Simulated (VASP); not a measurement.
## LaSb: single point with LDA

Crystal: LaSb.

```
CELL_PARAMETERS angstrom
0.00000 3.31902 3.31902
3.31902 0.00000 3.31902
3.31902 3.31902 0.00000
ATOMIC_POSITIONS crystal
La 0.00000 0.00000 0.00000
Sb 0.50000 0.50000 0.50000
```

| Quantity | Value |
| --- | --- |
| Program | VASP 6.6.1 |
| Task | single point |
| Functional | LDA |
| Potentials or basis | VASP PAW LDA potentials, release 64 (La, Sb) |
| Cutoff | 520 eV |
| k mesh | 8 × 8 × 8 |
| Occupations | gaussian, width 0.1 eV |
| Spin | no spin polarisation |
| Dipole correction | no |
| Further INCAR settings | ALGO = Normal; EDIFF = 1e-06; NBANDS = 15 |

```
Pressure               : -5.2 GPa
Band gap on the k mesh : zero (bands 8 and 9 overlap by 0.29 eV)
```

Levels at points of the mesh, in eV from the Fermi level:
| k point | band 5 | band 6 | band 7 | band 8 | band 9 | band 10 | band 11 | band 12 |
| --- | --- | --- | --- | --- | --- | --- | --- | --- |
| (0.00, 0.00, 0.00) | -8.75 | 0.18 | 0.18 | 0.18 | 1.28 | 1.28 | 1.28 | 1.66 |
| (0.50, 0.00, 0.00) | -7.65 | -3.02 | -1.48 | -1.48 | 1.59 | 1.74 | 1.74 | 1.89 |
| (0.50, 0.50, 0.00) | -8.22 | -1.46 | -0.29 | -0.29 | -0.11 | 1.79 | 1.82 | 1.85 |

Wall time 53 s on 1 thread of AMD EPYC 7R13, with other jobs on the host, peak memory 0.17 GiB.

Caveat: the cell stands under tension; spin-orbit coupling is left out, which moves the levels of the heavy elements.
